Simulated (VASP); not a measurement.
Crystal: Ag.

```
Ag
1.0
     2.93000    0.00000    0.00000
    -1.46500    2.53745    0.00000
     0.00000    0.00000    4.79000
Ag
2
Direct
  0.66667 0.33333 0.75000
  0.33333 0.66667 0.25000
```

Base run:

```yaml
Program: VASP 6.6.1
Functional: PBE
Potentials_or_basis: VASP PAW PBE potentials, release 64 (Ag)
Cutoff: 520 eV
k_mesh: 10 × 10 × 6
Occupations: fermi-dirac, width 0.05 eV
Spin: no spin polarisation
```

Its results: band gap on the k mesh zero (band 11 reaches 10.89 eV, above the bottom of band 12 at 4.47 eV); pressure 0.5 GPa.

Question: The run is repeated on the same cell with these changes: functional from PBE to LDA; potentials or basis from VASP PAW PBE potentials, release 64 (Ag) to VASP PAW LDA potentials, release 64 (Ag). What comes out?

Answer: Band gap on the k mesh zero (band 11 reaches 10.57 eV, above the bottom of band 12 at 4.24 eV); pressure -10.3 GPa.
